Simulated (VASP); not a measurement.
Runs of VASP 6.6.1 on RbBr. The structure is that of space group P4/mmm (No. 123), or close to it. The cells are those of the table. 

```csv
cell,gap on the mesh (eV),pressure (GPa)
"a = 4.229, b = 4.229, c = 3.920 Å, 2 atoms",3.61,-0.5
"a = 4.023, b = 4.023, c = 4.332 Å, 2 atoms",3.72,-0.5
"a = 4.332, b = 4.332, c = 3.920 Å, 2 atoms",(b),-1.1
"a = 4.332, b = 4.332, c = 4.023 Å, 2 atoms",(a),-1.4
"a = 3.920, b = 3.920, c = 4.229 Å, 2 atoms",3.95,0.8
```

Alike in all rows: task single point; level PBEsol; potentials or basis VASP PAW PBE potentials, release 64 (Rb_sv, Br); no spin polarisation; k mesh 6 × 6 × 6; cutoff (eV) 520; smearing gaussian 0.05 eV.

Question: Estimate the missing entries.

Answer: (a) 3.43; (b) 3.36.

Caveats: the PAW data sets were made with another functional, which shifts forces and pressure a little.

A k mesh can miss the band edges, and the runs leave out spin-orbit coupling on Br, Rb.
